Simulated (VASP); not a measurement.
# GdO (F-43m) in VASP: further runs

The runs below take GdO through single point, relaxation of cell and atoms, with r2SCAN0, PBE-based screened hybrid with 25 % exact exchange, PBEsol.

Program: VASP 6.6.1. These are calculated values, not measurements. Logs are shortened: lines on timing, memory, paths and dates and some standing lists are left out, and cuts for length are marked.

**1. The cell of the first run**

It takes space group F-43m (No. 216, cubic). The conventional cell has a = 5.400 Å, b = 5.400 Å, c = 5.400 Å, α = 90.00°, β = 90.00°, γ = 90.00°. Within 3.1 Å of Gd (site symmetry -43m) lie 4 O at 2.34 Å. O (site symmetry -43m) has 4 Gd at 2.34 Å within 3.1 Å.

**2. Single point, r2SCAN0, collinear spin, ferromagnetic start**

The input, POSCAR:

```
GdO
1.0
    0.0000000000      2.7000000000      2.7000000000
    2.7000000000      0.0000000000      2.7000000000
    2.7000000000      2.7000000000      0.0000000000
Gd O
1 1
Direct
    0.0000000000      0.0000000000      0.0000000000
    0.2500000000      0.2500000000      0.2500000000
```

The input, INCAR.step1:

```
SYSTEM = GdO
  PREC = Accurate
  ENCUT = 520
  EDIFF = 1E-5
  ISMEAR = -1
  SIGMA = 0.05
  LREAL = .False.
  LASPH = .True.
  NELM = 150
  ALGO = Normal
  ISIF = 2
  LWAVE = .True.
  LCHARG = .False.
  ISPIN = 2
  MAGMOM = 7 0
  LORBIT = 11
  LMAXMIX = 6
  NBANDS = 23
  GGA = PE
  KPAR = 4
```

The input, INCAR.step2:

```
SYSTEM = GdO
  PREC = Accurate
  ENCUT = 520
  EDIFF = 1E-6
  ISMEAR = -1
  SIGMA = 0.05
  LREAL = .False.
  LASPH = .True.
  NELM = 150
  ALGO = Normal
  ISIF = 2
  LWAVE = .False.
  LCHARG = .False.
  ISPIN = 2
  MAGMOM = 7 0
  LORBIT = 11
  LMAXMIX = 6
  METAGGA = R2SCAN
  LHFCALC = .True.
  AEXX = 0.25
  LMIXTAU = .True.
  PRECFOCK = Normal
  NBANDS = 23
  ISTART = 1
  KPAR = 4
```

The input, KPOINTS:

```
regular mesh
0
Gamma
  5 5 5
  0 0 0
```

Potentials or basis: VASP PAW PBE potentials, release 64 (Gd, O).

The run is started by

```sh
$ cat potpaw_PBE.64/Gd/POTCAR potpaw_PBE.64/O/POTCAR > POTCAR
$ cp INCAR.step1 INCAR
$ mpirun -np 4 vasp_std > vasp.out
$ cp INCAR.step2 INCAR
$ mpirun -np 4 vasp_std > vasp.out
```

OUTCAR:

```text
SYSTEM = GdO
   PREC = Accurate
   ENCUT = 520
   EDIFF = 1E-6
   ISMEAR = -1
   LREAL = .False.
   LASPH = .True.
   NELM = 150
   ISIF = 2
   ISPIN = 2
   LORBIT = 11
   METAGGA = R2SCAN
   LHFCALC = .True.
   AEXX = 0.25
   PRECFOCK = Normal
   ISTART = 1

 ion  position               nearest neighbor table
   1  0.000  0.000  0.000-   2 2.34   2 2.34   2 2.34   2 2.34
   2  0.250  0.250  0.250-   1 2.34   1 2.34   1 2.34   1 2.34

  LATTYP: Found a face centered cubic cell.
 ALAT       =     5.4000000000

  Lattice vectors:

 A1 = (   0.0000000000,   2.7000000000,   2.7000000000)
 A2 = (   2.7000000000,   0.0000000000,   2.7000000000)
 A3 = (   2.7000000000,   2.7000000000,   0.0000000000)

Analysis of symmetry for initial positions (statically):
=====================================================================
 Subroutine PRICEL returns:
 Original cell was already a primitive cell.

 Routine SETGRP: Setting up the symmetry group for a
 face centered cubic supercell.

 Subroutine GETGRP returns: Found 24 space group operations
 (whereof 24 operations were pure point group operations)
 out of a pool of 48 trial point group operations.

The static configuration has the point symmetry T_d .

Analysis of symmetry for dynamics (positions and initial velocities):
=====================================================================
 Subroutine PRICEL returns:
 Original cell was already a primitive cell.

 Routine SETGRP: Setting up the symmetry group for a
 face centered cubic supercell.

 Subroutine GETGRP returns: Found 24 space group operations
 (whereof 24 operations were pure point group operations)
 out of a pool of 48 trial point group operations.

The dynamic configuration has the point symmetry T_d .

Analysis of structural, dynamic, and magnetic symmetry:
=====================================================================
 Subroutine PRICEL returns:
 Original cell was already a primitive cell.

 Routine SETGRP: Setting up the symmetry group for a
 face centered cubic supercell.

 Subroutine GETGRP returns: Found 24 space group operations
 (whereof 24 operations were pure point group operations)
[... 110 lines left out ...]
  Thomas-Fermi vector in A             =   2.512309
   LORBIT       =     11    0 simple, 1 ext, 2 COOP (PROOUT), +10 PAW based schemes
   METAGGA = R2SCAN    functional components
   LHFCALC =     T    Hartree Fock is set to
   PRECFOCK=normal    Normal, Fast or Accurate (Low or Medium for compatibility)
   ENCUT4O =  -1.0   cutoff for four orbital integrals eV
   NKREDX  =     1    reduce k-point grid by
   NKREDY  =     1    reduce k-point grid by
   NKREDZ  =     1    reduce k-point grid by
   AEXX    =    0.2500 exact exchange contribution
   HFSCREEN=    0.0000 screening length (either q_TF or 0.3 A-1)
   HFSCREENC=   0.0000 screening length for correlation (either q_TF or 0.3 A-1)
   ENCUTFOCK=  -1.0 apply spherical cutoff to Coloumb kernel
   IVDW    =     0    specifies the selected vdW correction
   LEPSILON=     F    determine dielectric tensor
   LRPA    =     F    only Hartree local field effects (RPA)
 spin polarized calculation
  energy-cutoff  :      520.00
  volume of cell :       39.37
 maximum number of plane-waves:      1073
  NGX = 24; NGY = 24; NGZ = 24

 number of electron      23.9999990 magnetization       7.9840526

 Free energy of the ion-electron system (eV)
  ---------------------------------------------------
  ext. energy  EPLUGINS =         0.00000000
  ---------------------------------------------------
  free energy    TOTEN  =       -62.03044428 eV

  energy without entropy =      -62.02915626  energy(sigma->0) =      -62.02980027

 E-fermi :   3.4479     XC(G=0):  -8.3403

 val. band max:        3.3480733800   @ k =   0.4000   0.0000   0.0000
 cond. band min:       4.9392292238   @ k =   0.2000   0.0000   0.0000
 fundamental gap:      1.5911558438
 Fermi energy:         3.4478536557

 spin component 1

 k-point     1 :       0.0000    0.0000    0.0000
  band No.  band energies     occupation
      1     -46.6619      1.00000
      2     -22.0823      1.00000
      3     -22.0822      1.00000
      4     -22.0822      1.00000
      5     -19.1445      1.00000
      6      -5.4409      1.00000
[... 249 lines left out ...]
     22      14.0423      0.00000
     23      15.3258      0.00000
 Fermi energy:         3.4478536557

 spin component 2

 k-point     1 :       0.0000    0.0000    0.0000
  band No.  band energies     occupation
      1     -42.7001      1.00000
      2     -19.1839      1.00000
      3     -19.1839      1.00000
      4     -19.1839      1.00000
      5     -18.9337      1.00000
      6      -3.1046      1.00000
[... 249 lines left out ...]
     22      15.4887      0.00000
     23      16.9185      0.00000

------------------------ aborting loop because EDIFF is reached ----------------------------------------

  FORCE on cell =-STRESS in cart. coord.  units (eV):
  Direction    XX          YY          ZZ          XY          YZ          ZX
  --------------------------------------------------------------------------------------
  -------------------------------------------------------------------------------------
  Total       -0.6810089     -0.6810089     -0.6810089      0.0000000      0.0000000     -0.0000000
  in kB      -27.7167358    -27.7167358    -27.7167358      0.0000000      0.0000000     -0.0000000
  external PRESSURE =     -27.7167358 kB  Pullay stress =       0.0000000 kB

 VOLUME and BASIS-vectors are now :
 -----------------------------------------------------------------------------
  energy-cutoff  :      520.00
  volume of cell :       39.37
      direct lattice vectors                 reciprocal lattice vectors
     0.000000000  2.700000000  2.700000000    -0.185185185  0.185185185  0.185185185
     2.700000000  0.000000000  2.700000000     0.185185185 -0.185185185  0.185185185
     2.700000000  2.700000000  0.000000000     0.185185185  0.185185185 -0.185185185

 POSITION                                       TOTAL-FORCE (eV/Angst)
 -----------------------------------------------------------------------------------
      0.00000      0.00000      0.00000         0.000000      0.000000      0.000000
      1.35000      1.35000      1.35000        -0.000000     -0.000000     -0.000000
 -----------------------------------------------------------------------------------
    total drift:                               -0.000005      0.000010      0.000005

  FREE ENERGIE OF THE ION-ELECTRON SYSTEM (eV)
  ---------------------------------------------------
  free  energy   TOTEN  =       -62.0304442849 eV

  energy  without entropy=      -62.0291562584  energy(sigma->0) =      -62.02980027

 total charge

# of ion       s       p       d       f       tot
--------------------------------------------------
    1        2.033   5.684   0.448   6.978  15.143
    2        1.572   3.493   0.000   0.000   5.065
--------------------------------------------------
tot          3.605   9.177   0.448   6.978  20.208

 magnetization (x)

# of ion       s       p       d       f       tot
--------------------------------------------------
    1        0.002  -0.078   0.183   6.921   7.027
    2        0.008   0.028   0.000   0.000   0.036
--------------------------------------------------
tot          0.009  -0.050   0.183   6.921   7.063
```

OSZICAR.step1:

```text
N       E                     dE             d eps       ncg     rms          rms(c)
DAV:   1     0.155007068252E+03    0.15501E+03   -0.86214E+03  1335   0.517E+03
DAV:   2    -0.120966116925E+01   -0.15622E+03   -0.13735E+03  1310   0.466E+02
DAV:   3    -0.201932627567E+02   -0.18984E+02   -0.18598E+02  1285   0.113E+02
DAV:   4    -0.222643755912E+02   -0.20711E+01   -0.20508E+01  1728   0.263E+01
DAV:   5    -0.223316930473E+02   -0.67317E-01   -0.67279E-01  1417   0.621E+00    0.414E+01
DAV:   6    -0.253062898830E+02   -0.29746E+01   -0.22400E+01  1506   0.140E+02    0.856E+01
DAV:   7    -0.220301382757E+02    0.32762E+01   -0.46137E+00  1537   0.726E+01    0.332E+01
DAV:   8    -0.220698974460E+02   -0.39759E-01   -0.65186E-01  1507   0.752E+00    0.208E+01
DAV:   9    -0.221455285434E+02   -0.75631E-01   -0.16880E-01  1491   0.150E+01    0.114E+01
DAV:  10    -0.220505332179E+02    0.94995E-01   -0.88250E-01  1137   0.425E+01    0.668E+00
DAV:  11    -0.220676937072E+02   -0.17160E-01   -0.63194E-02  1645   0.101E+01    0.597E+00
DAV:  12    -0.220596695657E+02    0.80241E-02   -0.19689E-02  1372   0.578E+00    0.345E+00
DAV:  13    -0.220544620716E+02    0.52075E-02   -0.24750E-02  1277   0.718E+00    0.581E-01
DAV:  14    -0.220559600457E+02   -0.14980E-02   -0.80647E-03  1603   0.272E+00    0.675E-01
DAV:  15    -0.220559347960E+02    0.25250E-04   -0.78820E-04  1595   0.294E-01    0.216E-01
DAV:  16    -0.220559175250E+02    0.17271E-04   -0.16367E-05  1158   0.194E-01    0.170E-01
DAV:  17    -0.220559127696E+02    0.47554E-05   -0.14609E-04  1284   0.535E-01    0.469E-02
DAV:  18    -0.220559132183E+02   -0.44871E-06   -0.48601E-05  1121   0.342E-01
   1 F= -.22055913E+02 E0= -.22045847E+02  d E =-.201315E-01  mag=     7.5850
```

Run time: 18 min. Hardware: 4 MPI ranks of Intel Xeon Platinum 8488C (Sapphire Rapids), shared host; peak memory 0.2 GiB.

Results:

```
Free energy                                           : -62.0304 eV
Pressure                                              : -2.8 GPa
Band gap on the k mesh                                : zero (filled and empty bands overlap)
Net moment                                            : 7.98 μB per cell
Site moments                                          : Gd +7.03; O +0.04 μB
Valence electrons inside the program's atomic spheres : Gd 15.14; O 5.07
```

Levels at points of the mesh, in eV from the Fermi level:
Spin up:
| k point | band 13 | band 14 | band 15 | band 16 | band 17 | band 18 | band 19 | band 20 |
| --- | --- | --- | --- | --- | --- | --- | --- | --- |
| (0.00, 0.00, 0.00) | -6.70 | -6.70 | -6.70 | -2.88 | 4.31 | 4.31 | 6.08 | 6.08 |
Spin down:
| k point | band 5 | band 6 | band 7 | band 8 | band 9 | band 10 | band 11 | band 12 |
| --- | --- | --- | --- | --- | --- | --- | --- | --- |
| (0.00, 0.00, 0.00) | -22.38 | -6.55 | -6.55 | -6.55 | -0.21 | 5.14 | 5.14 | 5.14 |

Caveat: the k points lie up to 0.40 Å⁻¹ apart; the PAW data sets were made with another functional, which shifts forces and pressure a little; spin-orbit coupling is left out, which moves the levels of the heavy elements; a cell with one magnetic atom can't hold antiferromagnetic order, which such compounds often take. The state reached can hang on the start; a lower one may exist.

**3. Single point, PBE-based screened hybrid with 25 % exact exchange, collinear spin, ferromagnetic start**

POSCAR is that of step 2.

The input, INCAR.step1:

```
SYSTEM = GdO
ALGO = Normal ; EDIFF = 1E-5
ENCUT = 520 ; GGA = PE
ISIF = 2 ; ISMEAR = -1
ISPIN = 2 ; KPAR = 4
LASPH = .True. ; LCHARG = .False.
LMAXMIX = 6 ; LORBIT = 11
LREAL = .False. ; LWAVE = .True.
MAGMOM = 7 0 ; NBANDS = 23
NELM = 150 ; PREC = Accurate
SIGMA = 0.05
```

The input, INCAR.step2:

```
SYSTEM = GdO
AEXX = 0.25 ; ALGO = Normal
EDIFF = 1E-6 ; ENCUT = 520
GGA = PE ; HFSCREEN = 0.3
ISIF = 2 ; ISMEAR = -1
ISPIN = 2 ; ISTART = 1
KPAR = 4 ; LASPH = .True.
LCHARG = .False. ; LHFCALC = .True.
LMAXMIX = 6 ; LORBIT = 11
LREAL = .False. ; LWAVE = .False.
MAGMOM = 7 0 ; NBANDS = 23
NELM = 150 ; PREC = Accurate
PRECFOCK = Normal ; SIGMA = 0.05
```

The input, KPOINTS:

```
k-points
0
Gamma
  5 5 5
  0 0 0
```

Potentials or basis: VASP PAW PBE potentials, release 64 (Gd, O).

The run is started by

```sh
$ cat potpaw_PBE.64/Gd/POTCAR potpaw_PBE.64/O/POTCAR > POTCAR
$ cp INCAR.step1 INCAR
$ mpirun -np 4 vasp_std > vasp.out
$ cp INCAR.step2 INCAR
$ mpirun -np 4 vasp_std > vasp.out
```

OUTCAR:

```text
SYSTEM = GdO
   AEXX = 0.25
   EDIFF = 1E-6
   ENCUT = 520
   GGA = PE
   HFSCREEN = 0.3
   ISIF = 2
   ISMEAR = -1
   ISPIN = 2
   ISTART = 1
   LASPH = .True.
   LHFCALC = .True.
   LORBIT = 11
   LREAL = .False.
   NELM = 150
   PREC = Accurate
   PRECFOCK = Normal

 ion  position               nearest neighbor table
   1  0.000  0.000  0.000-   2 2.34   2 2.34   2 2.34   2 2.34
   2  0.250  0.250  0.250-   1 2.34   1 2.34   1 2.34   1 2.34

  LATTYP: Found a face centered cubic cell.
 ALAT       =     5.4000000000

  Lattice vectors:

 A1 = (   0.0000000000,   2.7000000000,   2.7000000000)
 A2 = (   2.7000000000,   0.0000000000,   2.7000000000)
 A3 = (   2.7000000000,   2.7000000000,   0.0000000000)

Analysis of symmetry for initial positions (statically):
=====================================================================
 Subroutine PRICEL returns:
 Original cell was already a primitive cell.

[... 453 lines left out ...]
      5     -17.5466      1.00000
      6      -2.3412      1.00000
[... 249 lines left out ...]
     22      14.6332      0.00000
     23      16.0892      0.00000

------------------------ aborting loop because EDIFF is reached ----------------------------------------

  FORCE on cell =-STRESS in cart. coord.  units (eV):
  Direction    XX          YY          ZZ          XY          YZ          ZX
  --------------------------------------------------------------------------------------
  -------------------------------------------------------------------------------------
  Total       -0.5242148     -0.5242148     -0.5242148     -0.0000000     -0.0000000      0.0000000
  in kB      -21.3352916    -21.3352916    -21.3352916     -0.0000000     -0.0000000      0.0000000
  external PRESSURE =     -21.3352916 kB  Pullay stress =       0.0000000 kB

 VOLUME and BASIS-vectors are now :
 -----------------------------------------------------------------------------
  energy-cutoff  :      520.00
  volume of cell :       39.37
      direct lattice vectors                 reciprocal lattice vectors
     0.000000000  2.700000000  2.700000000    -0.185185185  0.185185185  0.185185185
     2.700000000  0.000000000  2.700000000     0.185185185 -0.185185185  0.185185185
     2.700000000  2.700000000  0.000000000     0.185185185  0.185185185 -0.185185185

 POSITION                                       TOTAL-FORCE (eV/Angst)
 -----------------------------------------------------------------------------------
      0.00000      0.00000      0.00000        -0.000000     -0.000000     -0.000000
      1.35000      1.35000      1.35000         0.000000      0.000000      0.000000
 -----------------------------------------------------------------------------------
    total drift:                                0.000006     -0.000014     -0.000001

  FREE ENERGIE OF THE ION-ELECTRON SYSTEM (eV)
  ---------------------------------------------------
  free  energy   TOTEN  =       -35.2800220452 eV

  energy  without entropy=      -35.2786038209  energy(sigma->0) =      -35.27931293

 total charge

# of ion       s       p       d       f       tot
--------------------------------------------------
    1        2.031   5.666   0.471   6.977  15.144
    2        1.570   3.471   0.000   0.000   5.040
--------------------------------------------------
tot          3.601   9.136   0.471   6.977  20.185

 magnetization (x)

# of ion       s       p       d       f       tot
--------------------------------------------------
    1        0.007  -0.042   0.193   6.914   7.072
    2        0.007   0.018   0.000   0.000   0.025
--------------------------------------------------
tot          0.014  -0.024   0.193   6.914   7.097
```

It took 18 min on 4 MPI ranks of Intel Xeon Platinum 8259CL at 2.50GHz (Skylake/Cascade Lake), shared host; peak memory 0.3 GiB.

What came out:

```
Free energy                                           : -35.2800 eV
Pressure                                              : -2.1 GPa
Band gap on the k mesh                                : zero (filled and empty bands overlap)
Net moment                                            : 7.99 μB per cell
Site moments                                          : Gd +7.07; O +0.03 μB
Valence electrons inside the program's atomic spheres : Gd 15.14; O 5.04
```

Levels at points of the mesh, in eV from the Fermi level:
Spin up:
| k point | band 13 | band 14 | band 15 | band 16 | band 17 | band 18 | band 19 | band 20 |
| --- | --- | --- | --- | --- | --- | --- | --- | --- |
| (0.00, 0.00, 0.00) | -6.43 | -6.43 | -6.43 | -2.71 | 3.07 | 3.07 | 4.93 | 4.93 |
Spin down:
```
           k point  band 6  band 7  band 8  band 9  band 10  band 11
(0.00, 0.00, 0.00)   -6.32   -6.32   -6.32   -0.76     3.27     3.27
```

Caveat: the k points lie up to 0.40 Å⁻¹ apart, too coarse for converged energies and pressures of a metal; the PAW data sets were made with another functional, which shifts forces and pressure a little; spin-orbit coupling is left out, which moves the levels of the heavy elements; a cell with one magnetic atom can't hold antiferromagnetic order, which such compounds often take. The state reached can hang on the start; a lower one may exist.

(Continued in part 2 of 2.)

The gap in the log of VASP goes by the Fermi energy; the results here count the filled bands.